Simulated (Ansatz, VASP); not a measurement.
**One calculation of BN, two programs**

```
B N
1.0
     0.00000    1.79000    1.79000
     1.79000    0.00000    1.79000
     1.79000    1.79000    0.00000
B N
1 1
Cartesian
  0.0000 0.0000 0.0000
  2.6850 2.6850 2.6850
```

Alike in both runs: task single point; functional LDA; k mesh 12 × 12 × 12; occupations gaussian, width 0.05 eV; no spin polarisation.

|  | VASP | Ansatz |
| --- | --- | --- |
| version | VASP 6.6.1 | Ansatz 0.2.0 |
| potentials or method | VASP PAW LDA potentials, release 64 (B_h, N_h) | scalar-relativistic, plane waves, PAW |
| plane-wave cutoff (eV) | 1330 | 420 |
| valence electrons in the cell | 8 | 8 |

Ansatz gave:

| Property | Result |
| --- | --- |
| gap on the k mesh at the Fermi level (eV) | 4.39 |
| pressure (GPa) | -0.1 |

**Question.** Which values does VASP return?

**Answer.** gap on the k mesh at the Fermi level (eV): 4.38; pressure (GPa): 0.9.

Ansatz warns that its potentials were made for another functional, while VASP's fit it. LDA's correlation is that of Perdew and Zunger in VASP and of Perdew and Wang (1992) in Ansatz.
